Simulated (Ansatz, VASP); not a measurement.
## One calculation of BP, two programs

```
B P
1.0
     0.00000    2.26900    2.08748
     2.26900    0.00000    2.08748
     2.26900    2.26900    0.00000
B P
1 1
Direct
  0.00000 0.00000 0.00000
  0.75000 0.75000 0.75000
```

Change from the starting cell: strain +0.000 along x and y, -0.080 along z, atoms carried along.

Alike in both runs: task single point; functional LDA; k mesh 10 × 10 × 10; occupations gaussian, width 0.05 eV; no spin polarisation.

```csv
,VASP,Ansatz
version,VASP 6.6.1,Ansatz 0.2.0
potentials or method,"VASP PAW LDA potentials, release 64 (B, P), cutoff 500 eV","scalar-relativistic, plane waves, PAW"
valence electrons in the cell,8,8
```

```csv
,VASP,Ansatz,Ansatz less VASP
gap on the k mesh at the Fermi level (eV),none,none,-
pressure (GPa),9.6,9.8,+0.14
"traceless stress, the component that is largest in VASP (GPa)",13.71,13.69,-0.016
```

LDA's correlation is that of Perdew and Zunger in VASP and of Perdew and Wang (1992) in Ansatz. A gap of «none» marks a metal or a gap that the smearing closes.
